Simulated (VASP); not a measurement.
# Ta (P6/mmm) in VASP: single point with PBE

Aim: the single point of Ta with PBE.

Everything below comes from runs of VASP 6.6.1. Logs are shortened: lines on timing, memory, paths and dates and some standing lists are left out, and cuts for length are marked.

**1. The cell of the first run**

The structure is hexagonal, space group P6/mmm (No. 191). Conventional cell: a = 4.255 Å, b = 4.255 Å, c = 2.426 Å, α = 90.00°, β = 90.00°, γ = 120.00°. Within 3.2 Å of Ta (site symmetry 6/mmm) lie 14 Ta at 2.43 to 2.74 Å. Ta (site symmetry -6m2) has 11 Ta at 2.43 to 2.74 Å within 3.2 Å.

This isn't the form of Ta at room conditions, which is bcc.

**2. Single point, PBE**

Contents of INCAR:

```
ALGO     = Normal         # electronic algorithm
EDIFF    = 1E-6           # SCF threshold, eV
ENCUT    = 500            # plane-wave cutoff, eV
GGA      = PE             # functional
GGA_COMPAT= F            
ISIF     = 2              # what is computed and relaxed
ISMEAR   = -1             # smearing method
LASPH    = T              # aspherical terms in the spheres
LCHARG   = F              # write CHGCAR
LREAL    = F              # projectors in reciprocal space
LWAVE    = F              # write WAVECAR
NBANDS   = 26             # bands
NELM     = 120            # most SCF steps
PREC     = Accurate       # precision mode
SIGMA    = 0.05           # smearing width, eV
```

Contents of KPOINTS:

```
k-points
0
Gamma
  9 9 12
```

Contents of POSCAR:

```
Ta
1.0
    4.2545524030      0.0000000000      0.0000000000
   -2.1272762015      3.6845504627      0.0000000000
    0.0000000000      0.0000000000      2.4260824066
Ta
3
Direct
    0.0000000000      0.0000000000      0.0000000000
    0.3333333333      0.6666666667      0.5000000000
    0.6666666667      0.3333333333      0.5000000000
```

Potentials or basis: VASP PAW PBE potentials, release 64 (Ta_sv_GW).

Run with:

```
> cat potpaw_PBE.64/Ta_sv_GW/POTCAR > POTCAR
> mpirun -np 1 vasp_std > vasp.out
```

OUTCAR:

```text
EDIFF = 1E-6
   ENCUT = 500
   GGA = PE
   ISIF = 2
   ISMEAR = -1
   LASPH = T
   LREAL = F
   NELM = 120
   PREC = Accurate

 ion  position               nearest neighbor table
   1  0.000  0.000  0.000-   2 2.74   3 2.74   2 2.74   3 2.74   2 2.74   2 2.74   3 2.74   3 2.74
                             3 2.74   3 2.74   2 2.74   2 2.74
   2  0.333  0.667  0.500-   3 2.46   3 2.46   3 2.46   1 2.74   1 2.74   1 2.74   1 2.74   1 2.74
                             1 2.74
   3  0.667  0.333  0.500-   2 2.46   2 2.46   2 2.46   1 2.74   1 2.74   1 2.74   1 2.74   1 2.74
                             1 2.74

  LATTYP: Found a hexagonal cell.
 ALAT       =     4.2545524030
 C/A-ratio  =     0.5702321130

  Lattice vectors:

 A1 = (   4.2545524030,   0.0000000000,   0.0000000000)
 A2 = (  -2.1272762015,   3.6845504627,   0.0000000000)
 A3 = (   0.0000000000,   0.0000000000,   2.4260824066)

Analysis of symmetry for initial positions (statically):
=====================================================================
 Subroutine PRICEL returns:
 Original cell was already a primitive cell.

 Routine SETGRP: Setting up the symmetry group for a
 hexagonal supercell.

 Subroutine GETGRP returns: Found 24 space group operations
 (whereof 24 operations were pure point group operations)
 out of a pool of 24 trial point group operations.

The static configuration has the point symmetry D_6h.

Analysis of symmetry for dynamics (positions and initial velocities):
=====================================================================
 Subroutine PRICEL returns:
 Original cell was already a primitive cell.

 Routine SETGRP: Setting up the symmetry group for a
 hexagonal supercell.

 Subroutine GETGRP returns: Found 24 space group operations
 (whereof 24 operations were pure point group operations)
 out of a pool of 24 trial point group operations.

The dynamic configuration has the point symmetry D_6h.

 Subroutine INISYM returns: Found 24 space group operations
 (whereof 24 operations are pure point group operations),
 and found     1 'primitive' translations

----------------------------------------------------------------------------------------

                                     Primitive cell

  volume of cell :      38.0315

  direct lattice vectors                    reciprocal lattice vectors
     4.254552403  0.000000000  0.000000000     0.235042351  0.135701765  0.000000000
    -2.127276201  3.684550463  0.000000000     0.000000000  0.271403529  0.000000000
     0.000000000  0.000000000  2.426082407     0.000000000  0.000000000  0.412187153

  length of vectors
     4.254552403  4.254552403  2.426082407     0.271403529  0.271403529  0.412187153

  position of ions in fractional coordinates (direct lattice)
     0.000000000  0.000000000  0.000000000
     0.333333333  0.666666667  0.500000000
     0.666666667  0.333333333  0.500000000

  ion indices of the primitive-cell ions
   primitive index   ion index
                 1           1
                 2           2
                 3           3

----------------------------------------------------------------------------------------

 KPOINTS: k-points

Automatic generation of k-mesh.
 Grid dimensions read from file:
 generate k-points for:    9    9   12

 Generating k-lattice:

  Cartesian coordinates                     Fractional coordinates (reciprocal lattice)
     0.026115817  0.015077974  0.000000000     0.111111111  0.000000000  0.000000000
     0.000000000  0.030155948  0.000000000     0.000000000  0.111111111  0.000000000
     0.000000000  0.000000000  0.034348929     0.000000000  0.000000000  0.083333333

  Length of vectors
     0.030155948  0.030155948  0.034348929

  Shift w.r.t. Gamma in fractional coordinates (k-lattice)
     0.000000000  0.000000000  0.000000000

 Subroutine IBZKPT returns following result:
 ===========================================

 Found     84 irreducible k-points:

 Following reciprocal coordinates:
            Coordinates               Weight
  0.000000  0.000000  0.000000      1.000000
  0.111111 -0.000000  0.000000      6.000000
  0.222222 -0.000000  0.000000      6.000000
  0.333333 -0.000000  0.000000      6.000000
  0.444444 -0.000000  0.000000      6.000000
  0.111111  0.111111  0.000000      6.000000
[... 16 lines left out ...]
  0.333333  0.222222  0.083333     24.000000
  0.333333  0.333333  0.083333      4.000000
 [... further k-points ...]
   k-points           NKPTS =     84   k-points in BZ     NKDIM =     84   number of bands    NBANDS=     26
   number of dos      NEDOS =    301   number of ions     NIONS =      3
   total plane-waves  NPLWV =  18432
   dimension x,y,z NGX =    32 NGY =   32 NGZ =   18
   dimension x,y,z NGXF=    64 NGYF=   64 NGZF=   36
   ions per type =               3
   NGX,Y,Z   is equivalent  to a cutoff of  12.50, 12.50, 12.33 a.u.
   NGXF,Y,Z  is equivalent  to a cutoff of  25.01, 25.01, 24.67 a.u.
 SYSTEM =  unknown system
   PREC   = accura    normal or accurate (medium, high low for compatibility)
   ISTART =      0    job   : 0-new  1-cont  2-samecut
   ICHARG =      2    charge: 1-file 2-atom 10-const
   ISPIN  =      1    spin polarized calculation?
   LNONCOLLINEAR =      F non collinear calculations
   LSORBIT =      F    spin-orbit coupling
   LASPH  =      T    aspherical Exc in radial PAW
   ENCUT  =  500.0 eV  36.75 Ry    6.06 a.u.   7.76  7.76  4.42*2*pi/ulx,y,z
   NELM   =    120;   NELMIN=  2; NELMDL= -5     # of ELM steps
   EDIFF  = 0.1E-05   stopping-criterion for ELM
   LREAL  =      F    real-space projection
   EDIFFG = 0.1E-04   stopping-criterion for IOM
   NSW    =      0    number of steps for IOM
   IBRION =     -1    ionic relax: 0-MD 1-quasi-New 2-CG
   NFREE  =      0    steps in history (QN), initial steepest desc. (CG)
   ISIF   =      2    stress and relaxation
   ISYM   =      2    0-nonsym 1-usesym 2-fastsym
   POTIM  = 0.5000    time-step for ionic-motion
   TEBEG  =    0.0;   TEEND  =   0.0 temperature during run
   PSTRESS=    0.0 pullay stress
   NELECT =      39.0000    total number of electrons
   NUPDOWN=      -1.0000    fix difference up-down
   EMIN   =  10.00;   EMAX   =-10.00  energy-range for DOS
   EFERMI =   0.00;   METHOD = LEGACY
   ISMEAR =    -1;   SIGMA  =   0.05  broadening in eV -4-tet -1-fermi 0-gaus
   EFERMI_NEDOS =   21; number of points for ismear=-14 and -15
   IALGO  =     38    algorithm
   IMIX   =      4    mixing-type and parameters
     AMIX     =   0.40;   BMIX     =  1.00
     AMIX_MAG =   1.60;   BMIX_MAG =  1.00
  volume/ion in A,a.u.               =      12.68        85.55
  Fermi-wavevector in a.u.,A,eV,Ry     =   1.650878  3.119708 37.081306  2.725399
  Thomas-Fermi vector in A             =   2.739753
   LORBIT       =      0    0 simple, 1 ext, 2 COOP (PROOUT), +10 PAW based schemes
   GGA     = PE    functional components
   LHFCALC =     F    Hartree Fock is set to
   AEXX    =    0.0000 exact exchange contribution
   IVDW    =     0    specifies the selected vdW correction
   LEPSILON=     F    determine dielectric tensor
   LRPA    =     F    only Hartree local field effects (RPA)
 non-spin polarized calculation
  energy-cutoff  :      500.00
  volume of cell :       38.03
 maximum number of plane-waves:       987
 NGX is ok and might be reduce to    32
   NGX = 15   NGY = 15   NGZ =  9

 number of electron      38.9999996 magnetization

 Free energy of the ion-electron system (eV)
  ---------------------------------------------------
  ext. energy  EPLUGINS =         0.00000000
  ---------------------------------------------------
  free energy    TOTEN  =       -36.25443622 eV

  energy without entropy =      -36.24020574  energy(sigma->0) =      -36.24732098

 E-fermi :  16.2676     XC(G=0): -15.0940

 val. band max:       16.2624330693   @ k =   0.4444  -0.0000   0.1667
 cond. band min:      16.2905229340   @ k =   0.3333   0.3333   0.0000
 fundamental gap:      0.0280898647
 Fermi energy:        16.2676317058

 k-point     1 :       0.0000    0.0000    0.0000
  band No.  band energies     occupation
      1     -51.0390      2.00000
      2     -50.5083      2.00000
      3     -50.3682      2.00000
      4     -18.7011      2.00000
      5     -18.7011      2.00000
      6     -17.9755      2.00000
[... 18 lines left out ...]
     25      20.3878      0.00000
     26      20.3878      0.00000

 k-point     2 :       0.1111   -0.0000    0.0000
  band No.  band energies     occupation
      1     -51.0224      2.00000
      2     -50.5214      2.00000
      3     -50.3734      2.00000
      4     -18.8350      2.00000
      5     -18.7696      2.00000
      6     -17.8037      2.00000
[... 18 lines left out ...]
     25      21.1789      0.00000
     26      21.2753      0.00000

 k-point     3 :       0.2222   -0.0000    0.0000
  band No.  band energies     occupation
      1     -50.9753      2.00000
      2     -50.5585      2.00000
      3     -50.3872      2.00000
      4     -19.0571      2.00000
      5     -18.7937      2.00000
      6     -17.4700      2.00000
[... 18 lines left out ...]
     25      22.1278      0.00000
     26      22.4499      0.00000

 k-point     4 :       0.3333   -0.0000    0.0000
  band No.  band energies     occupation
      1     -50.9069      2.00000
      2     -50.6145      2.00000
      3     -50.4038      2.00000
      4     -19.2344      2.00000
      5     -18.6480      2.00000
      6     -17.1206      2.00000
[... 18 lines left out ...]
     25      22.6546      0.00000
     26      23.1015      0.00000

 k-point     5 :       0.4444   -0.0000    0.0000
  band No.  band energies     occupation
      1     -50.8392      2.00000
      2     -50.6738      2.00000
      3     -50.4149      2.00000
      4     -19.3290      2.00000
      5     -18.3551      2.00000
      6     -17.6507      2.00000
[... 18 lines left out ...]
     25      21.3123      0.00000
     26      23.1240      0.00000

 k-point     6 :       0.1111    0.1111    0.0000
  band No.  band energies     occupation
      1     -50.9905      2.00000
      2     -50.5463      2.00000
      3     -50.3831      2.00000
      4     -18.9610      2.00000
      5     -18.8460      2.00000
      6     -17.5319      2.00000
[... 427 lines left out ...]
 k-point    21 :       0.4444    0.1111    0.0833
  band No.  band energies     occupation
      1     -50.7932      2.00000
      2     -50.6683      2.00000
      3     -50.3987      2.00000
      4     -19.2199      2.00000
      5     -18.3070      2.00000
      6     -17.8426      2.00000
[... 18 lines left out ...]
     25      22.0327      0.00000
     26      22.0678      0.00000

 k-point    22 :       0.2222    0.2222    0.0833
  band No.  band energies     occupation
      1     -50.8459      2.00000
      2     -50.6187      2.00000
      3     -50.3939      2.00000
      4     -19.0463      2.00000
      5     -18.7283      2.00000
      6     -17.4437      2.00000
[... 18 lines left out ...]
     25      21.2495      0.00000
     26      23.4440      0.00000

 k-point    23 :       0.3333    0.2222    0.0833
  band No.  band energies     occupation
      1     -50.7816      2.00000
      2     -50.6735      2.00000
      3     -50.4056      2.00000
      4     -19.0480      2.00000
      5     -18.5017      2.00000
      6     -17.9394      2.00000
[... 18 lines left out ...]
     25      21.3139      0.00000
     26      23.0049      0.00000

 k-point    24 :       0.3333    0.3333    0.0833
  band No.  band energies     occupation
      1     -50.7249      2.00000
      2     -50.7249      2.00000
      3     -50.4117      2.00000
      4     -18.9467      2.00000
      5     -18.3274      2.00000
      6     -18.3274      2.00000
[... 18 lines left out ...]
     25      22.2998      0.00000
     26      22.2998      0.00000

 [... further k-points ...]

------------------------ aborting loop because EDIFF is reached ----------------------------------------

  FORCE on cell =-STRESS in cart. coord.  units (eV):
  Direction    XX          YY          ZZ          XY          YZ          ZX
  --------------------------------------------------------------------------------------
  -------------------------------------------------------------------------------------
  Total       34.7678658     34.7678658     34.7566218      0.0000000     -0.0000000      0.0000000
  in kB     1464.6865054   1464.6865054   1464.2128235      0.0000000     -0.0000000      0.0000000
  external PRESSURE =    1464.5286114 kB  Pullay stress =       0.0000000 kB

 VOLUME and BASIS-vectors are now :
 -----------------------------------------------------------------------------
  energy-cutoff  :      500.00
  volume of cell :       38.03
      direct lattice vectors                 reciprocal lattice vectors
     4.254552403  0.000000000  0.000000000     0.235042351  0.135701765  0.000000000
    -2.127276201  3.684550463  0.000000000     0.000000000  0.271403529  0.000000000
     0.000000000  0.000000000  2.426082407     0.000000000  0.000000000  0.412187153

 POSITION                                       TOTAL-FORCE (eV/Angst)
 -----------------------------------------------------------------------------------
      0.00000      0.00000      0.00000        -0.000000      0.000000      0.000000
     -0.00000      2.45637      1.21304        -0.000000      0.000000     -0.000000
      2.12728      1.22818      1.21304         0.000000     -0.000000      0.000000
 -----------------------------------------------------------------------------------
    total drift:                               -0.000000      0.000000      0.000000

  FREE ENERGIE OF THE ION-ELECTRON SYSTEM (eV)
  ---------------------------------------------------
  free  energy   TOTEN  =       -36.2544362219 eV

  energy  without entropy=      -36.2402057430  energy(sigma->0) =      -36.24732098
```

Run time: 29 s. Hardware: 1 thread of Intel Xeon 6975P-C (Granite Rapids), shared host; peak memory 0.2 GiB.

Results:

- Free energy: -36.2544 eV
- Pressure: 146.5 GPa
- Band gap on the k mesh: zero (an odd number of electrons rules out a gap without spin polarisation)

Levels at points of the mesh, in eV from the Fermi level:
```
           k point  band 17  band 18  band 19  band 20  band 21  band 22  band 23  band 24
(0.00, 0.00, 0.00)    -1.44    -1.44    -1.44    -1.21     0.91     0.91     3.95     3.95
(0.00, 0.00, 0.50)    -3.32    -1.36    -0.15    -0.15     2.05     2.05     6.68     6.68
```

Caveat: the cell stands under pressure; spin-orbit coupling is left out, which moves the levels of the heavy elements.

The gap in the log of VASP goes by the Fermi energy; the results here count the filled bands.